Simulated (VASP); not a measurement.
# Mo16S in VASP: single point with PBE

Aim: the single point of Mo16S with PBE.

All numbers are computed with VASP 6.6.1; they aren't measurements. Logs are shortened: lines on timing, memory, paths and dates and some standing lists are left out, and cuts for length are marked.

## Step 1: The cell of the first run

The cell holds a slab with vacuum, 17 atoms: a = 6.321 Å, b = 6.321 Å, c = 20.088 Å, α = 90.00°, β = 90.00°, γ = 90.00°.

## Step 2: Single point, PBE

INCAR

```
PREC     = Accurate       # precision mode
ENCUT    = 520            # plane-wave cutoff, eV
EDIFF    = 1E-6           # SCF threshold, eV
ISMEAR   = 0              # smearing method
SIGMA    = 0.1            # smearing width, eV
LREAL    = Auto         
LASPH    = True           # aspherical terms in the spheres
NELM     = 60             # most SCF steps
ALGO     = Fast           # electronic algorithm
ISIF     = 2              # what is computed and relaxed
LWAVE    = False          # write WAVECAR
LCHARG   = False          # write CHGCAR
LDIPOL   = True         
IDIPOL   = 3            
DIPOL    = 0.5 0.5 0.327
GGA      = PE             # functional
NBANDS   = 129            # bands
```

KPOINTS

```
Automatic mesh
0
Gamma
  4 4 1
```

POSCAR

```
Mo16S
1.0
    6.3209357480      0.0000000000      0.0000000000
    0.0000000000      6.3209357480      0.0000000000
    0.0000000000      0.0000000000     20.0883894757
Mo S
16 1
Direct
    0.2500000000      0.2500000000      0.1991199944
    0.2500000000      0.7500000000      0.1991199944
    0.7500000000      0.2500000000      0.1991199944
    0.7500000000      0.7500000000      0.1991199944
    0.0000000000      0.0000000000      0.2777840375
    0.0000000000      0.5000000000      0.2777840375
    0.5000000000      0.0000000000      0.2777840375
    0.5000000000      0.5000000000      0.2777840375
    0.2500000000      0.2500000000      0.3589730511
    0.2500000000      0.7500000000      0.3589730511
    0.7500000000      0.2500000000      0.3589730511
    0.7500000000      0.7500000000      0.3589730511
    0.0000000000      0.0000000000      0.4275300161
    0.0000000000      0.5000000000      0.4275300161
    0.5000000000      0.0000000000      0.4275300161
    0.5000000000      0.5000000000      0.4275300161
    0.1250000000      0.1875000000      0.5131018053
```

Potentials or basis: VASP PAW PBE potentials, release 64 (Mo_sv, S).

Launch:

```console
$ cat potpaw_PBE.64/Mo_sv/POTCAR potpaw_PBE.64/S/POTCAR > POTCAR
$ mpirun -np 1 vasp_std > vasp.out
```

OUTCAR:

```text
PREC = Accurate
   ENCUT = 520
   EDIFF = 1E-6
   ISMEAR = 0
   LREAL = Auto
   LASPH = True
   NELM = 60
   ISIF = 2
   GGA = PE

 ion  position               nearest neighbor table
   1  0.250  0.250  0.199-   5 2.74   6 2.74   7 2.74   8 2.74   2 3.16   3 3.16   2 3.16   3 3.16
                             9 3.21
   2  0.250  0.750  0.199-   5 2.74   6 2.74   7 2.74   8 2.74   1 3.16   4 3.16   1 3.16   4 3.16
                            10 3.21
   3  0.750  0.250  0.199-   5 2.74   6 2.74   7 2.74   8 2.74   1 3.16   4 3.16   4 3.16   1 3.16
                            11 3.21
   4  0.750  0.750  0.199-   5 2.74   6 2.74   7 2.74   8 2.74   2 3.16   3 3.16   3 3.16   2 3.16
                            12 3.21
   5  0.000  0.000  0.278-   1 2.74   2 2.74   3 2.74   4 2.74   9 2.77  10 2.77  11 2.77  12 2.77
                            13 3.01   7 3.16   6 3.16   6 3.16   7 3.16
   6  0.000  0.500  0.278-   1 2.74   2 2.74   3 2.74   4 2.74   9 2.77  10 2.77  11 2.77  12 2.77
                            14 3.01   8 3.16   5 3.16   5 3.16   8 3.16
   7  0.500  0.000  0.278-   1 2.74   2 2.74   3 2.74   4 2.74   9 2.77  10 2.77  11 2.77  12 2.77
                            15 3.01   8 3.16   5 3.16   8 3.16   5 3.16
   8  0.500  0.500  0.278-   1 2.74   2 2.74   3 2.74   4 2.74   9 2.77  10 2.77  11 2.77  12 2.77
                            16 3.01   7 3.16   6 3.16   7 3.16   6 3.16
   9  0.250  0.250  0.359-  13 2.63  14 2.63  15 2.63  16 2.63   5 2.77   6 2.77   7 2.77   8 2.77
                            10 3.16  11 3.16  10 3.16  11 3.16   1 3.21
  10  0.250  0.750  0.359-  13 2.63  14 2.63  15 2.63  16 2.63   5 2.77   6 2.77   7 2.77   8 2.77
                             9 3.16  12 3.16   9 3.16  12 3.16   2 3.21
  11  0.750  0.250  0.359-  13 2.63  14 2.63  15 2.63  16 2.63   5 2.77   6 2.77   7 2.77   8 2.77
                             9 3.16  12 3.16  12 3.16   9 3.16   3 3.21
  12  0.750  0.750  0.359-  13 2.63  14 2.63  15 2.63  16 2.63   5 2.77   6 2.77   7 2.77   8 2.77
                            10 3.16  11 3.16  11 3.16  10 3.16   4 3.21
  13  0.000  0.000  0.428-  17 2.23  10 2.63  11 2.63  12 2.63   9 2.63   5 3.01  15 3.16  14 3.16
                            14 3.16  15 3.16
  14  0.000  0.500  0.428-   9 2.63  10 2.63  11 2.63  12 2.63  17 2.74   6 3.01  16 3.16  13 3.16
                            13 3.16  16 3.16
  15  0.500  0.000  0.428-   9 2.63  10 2.63  11 2.63  12 2.63   7 3.01  13 3.16  16 3.16  16 3.16
                            13 3.16
  16  0.500  0.500  0.428-   9 2.63  10 2.63  11 2.63  12 2.63   8 3.01  14 3.16  15 3.16  15 3.16
                            14 3.16
  17  0.125  0.188  0.513-  13 2.23  14 2.74

  LATTYP: Found a simple tetragonal cell.
 ALAT       =     6.3209357480
 C/A-ratio  =     3.1780720888

  Lattice vectors:

 A1 = (   6.3209357480,   0.0000000000,   0.0000000000)
 A2 = (   0.0000000000,   6.3209357480,   0.0000000000)
 A3 = (   0.0000000000,   0.0000000000,  20.0883894757)

Analysis of symmetry for initial positions (statically):
=====================================================================
 Subroutine PRICEL returns:
 Original cell was already a primitive cell.
[... 161 lines left out ...]
   LORBIT       =      0    0 simple, 1 ext, 2 COOP (PROOUT), +10 PAW based schemes
   GGA     = PE    functional components
   LHFCALC =     F    Hartree Fock is set to
   AEXX    =    0.0000 exact exchange contribution
   IVDW    =     0    specifies the selected vdW correction
   LEPSILON=     F    determine dielectric tensor
   LRPA    =     F    only Hartree local field effects (RPA)
 non-spin polarized calculation
 RMM-DIIS sequential band-by-band and
 Gauss-broadening in eV      SIGMA  =   0.10
  energy-cutoff  :      520.00
  volume of cell :      802.62
 maximum number of plane-waves:     21671
   NGX = 23   NGY = 23   NGZ = 75

 dipolmoment           0.000000      0.000000     -0.017149 electrons x Angstroem

 number of electron     230.0000021 magnetization

 dipolmoment           0.000000      0.000000      0.165371 electrons x Angstroem

 Free energy of the ion-electron system (eV)
  ---------------------------------------------------
  ext. energy  EPLUGINS =         0.00000000
  ---------------------------------------------------
  free energy    TOTEN  =      -164.88175125 eV

  energy without entropy =     -164.80277623  energy(sigma->0) =     -164.84226374

 E-fermi :   1.2917     XC(G=0):  -5.5087

 val. band max:        1.2812511586   @ k =   0.2500   0.0000   0.0000
 cond. band min:       1.3080864762   @ k =  -0.2500   0.2500   0.0000
 fundamental gap:      0.0268353176
 Fermi energy:         1.2917261851

 k-point     1 :       0.0000    0.0000    0.0000
  band No.  band energies     occupation
      1     -59.6675      2.00000
      2     -59.5279      2.00000
      3     -59.4919      2.00000
      4     -59.4902      2.00000
      5     -59.4794      2.00000
      6     -59.4607      2.00000
[... 1289 lines left out ...]
    126       2.5528      0.00000
    127       2.5888      0.00000
 [bands above 127 left out]

------------------------ aborting loop because EDIFF is reached ----------------------------------------

 vacuum level on the upper side and lower side of the slab       (xc-potential included)         0.279        -0.456

  FORCE on cell =-STRESS in cart. coord.  units (eV):
  Direction    XX          YY          ZZ          XY          YZ          ZX
  --------------------------------------------------------------------------------------
  -------------------------------------------------------------------------------------
  Total      -19.6784659    -20.1262877     -8.7605864      1.2523658      2.0986979      1.7300828
  in kB      -39.2820324    -40.1759715    -17.4878286      2.4999650      4.1894078      3.4535806
  external PRESSURE =     -32.3152775 kB  Pullay stress =       0.0000000 kB

 VOLUME and BASIS-vectors are now :
 -----------------------------------------------------------------------------
  energy-cutoff  :      520.00
  volume of cell :      802.62
      direct lattice vectors                 reciprocal lattice vectors
     6.320935748  0.000000000  0.000000000     0.158204424  0.000000000  0.000000000
     0.000000000  6.320935748  0.000000000     0.000000000  0.158204424  0.000000000
     0.000000000  0.000000000 20.088389476     0.000000000  0.000000000  0.049779999

 POSITION                                       TOTAL-FORCE (eV/Angst)
 -----------------------------------------------------------------------------------
      1.58023      1.58023      4.00000         0.025268      0.017906      1.917152
      1.58023      4.74070      4.00000         0.052485      0.001503      1.802278
      4.74070      1.58023      4.00000        -0.015664      0.027389      1.852669
      4.74070      4.74070      4.00000        -0.053956     -0.026843      1.755515
      0.00000      0.00000      5.58023         0.033287     -0.011245     -1.917498
      0.00000      3.16047      5.58023        -0.035981      0.029331     -1.826680
[... 9 lines left out ...]
      3.16047      3.16047      8.58839        -0.236860     -0.307983      0.128978
      0.79012      1.18518     10.30739         0.858561      1.111806      0.002002
 -----------------------------------------------------------------------------------
    total drift:                                0.000050     -0.000059     -0.000569

  FREE ENERGIE OF THE ION-ELECTRON SYSTEM (eV)
  ---------------------------------------------------
  free  energy   TOTEN  =      -164.8817512549 eV

  energy  without entropy=     -164.8027762257  energy(sigma->0) =     -164.84226374

 vacuum level on the upper side and lower side of the slab         5.786         5.019
```

Wall time 59 min (1 thread of Oxide Virtual Turin-like, shared host); peak memory 1.1 GiB.

What came out:

| Item | Value |
| --- | --- |
| Free energy | -164.8818 eV |
| Largest force | 1.979 eV/Å |
| Band gap on the k mesh | zero (bands 115 and 116 overlap by 0.47 eV) |

Forces in eV/Å, atoms in the order of the input:
```
Mo   0.025  0.018  1.917
Mo   0.052  0.002  1.802
Mo  -0.016  0.027  1.853
Mo  -0.054 -0.027  1.756
Mo   0.033 -0.011 -1.917
Mo  -0.036  0.029 -1.827
Mo   0.036 -0.079 -1.870
Mo   0.121  0.106 -1.973
Mo   0.456  0.314 -0.571
Mo   0.230 -0.251 -0.199
Mo  -0.429  0.130 -0.305
Mo  -0.806 -0.494 -0.489
Mo  -0.579 -0.584  0.390
Mo   0.416 -0.348  0.908
Mo  -0.073  0.364  0.393
Mo  -0.237 -0.308  0.129
S    0.859  1.112  0.002
```

Levels at points of the mesh, in eV from the Fermi level:
```
           k point  band 113  band 114  band 115  band 116  band 117  band 118  band 119  band 120
(0.00, 0.00, 0.00)     -0.04      0.02      0.36      0.48      0.72      0.75      0.86      0.92
(0.50, 0.00, 0.00)     -0.25     -0.18     -0.14     -0.10     -0.09      0.32      0.72      0.73
(0.00, 0.50, 0.00)     -0.22     -0.20     -0.18     -0.10     -0.09      0.50      0.70      0.73
(0.50, 0.50, 0.00)     -0.24     -0.23     -0.11     -0.11     -0.09     -0.09      0.10      0.29
```

The gap in the log of VASP goes by the Fermi energy; the results here count the filled bands.